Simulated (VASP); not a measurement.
Ca: single point with PBE

Ca:

```
Ca
1.0
     1.97128   -3.39549    0.00000
     1.97128    3.39549    0.00000
     0.00000    0.00000    6.50911
Ca
2
Direct
  0.83559 0.16441 0.25000
  0.16441 0.83559 0.75000
```

```
Program                : VASP 6.6.1
Task                   : single point
Functional             : PBE
Potentials or basis    : VASP PAW PBE potentials, release 64 (Ca_sv)
Cutoff                 : 520 eV
k mesh                 : 8 × 8 × 4
Occupations            : gaussian, width 0.1 eV
Spin                   : no spin polarisation
Dipole correction      : no
Further INCAR settings : ALGO = Normal; EDIFF = 1e-06; NBANDS = 17
```

- Pressure: -0.5 GPa
- Largest force: 0.016 eV/Å
- Band gap on the k mesh: zero (band 10 reaches 2.16 eV, above the bottom of band 11 at 1.60 eV)

Forces on the atoms (eV/Å):
```
Ca   0.000  0.016  0.000
Ca   0.000 -0.016  0.000
```

Stress tensor (GPa, compression positive):
```
-0.57  0.00  0.00
 0.00 -0.31  0.00
 0.00  0.00 -0.48
```

Levels at points of the mesh, in eV from the Fermi level:
| k point | band 6 | band 7 | band 8 | band 9 | band 10 | band 11 | band 12 | band 13 | band 14 | band 15 |
| --- | --- | --- | --- | --- | --- | --- | --- | --- | --- | --- |
| (0.00, 0.00, 0.00) | -23.04 | -23.04 | -23.03 | -4.00 | -1.06 | -0.27 | 2.19 | 2.24 | 2.27 | 2.51 |
| (0.50, 0.00, 0.00) | -23.09 | -23.06 | -23.06 | -1.11 | -0.68 | 0.22 | 0.39 | 1.34 | 1.85 | 2.21 |
| (0.50, 0.50, 0.00) | -23.09 | -23.06 | -23.06 | -1.07 | -0.68 | 0.25 | 0.40 | 1.30 | 1.84 | 2.19 |
| (0.00, 0.00, 0.50) | -23.05 | -23.05 | -23.05 | -3.03 | -3.03 | 1.34 | 1.34 | 2.23 | 2.23 | 2.28 |
| (0.50, 0.00, 0.50) | -23.07 | -23.07 | -23.07 | -0.67 | -0.67 | 0.07 | 0.07 | 1.43 | 1.43 | 2.84 |
| (0.50, 0.50, 0.50) | -23.07 | -23.07 | -23.07 | -0.66 | -0.66 | 0.11 | 0.11 | 1.41 | 1.41 | 2.82 |

Wall time 31 s on 1 thread of Intel(R) Xeon(R) 6975P-C (Granite Rapids), on a shared host, peak memory 0.23 GiB.
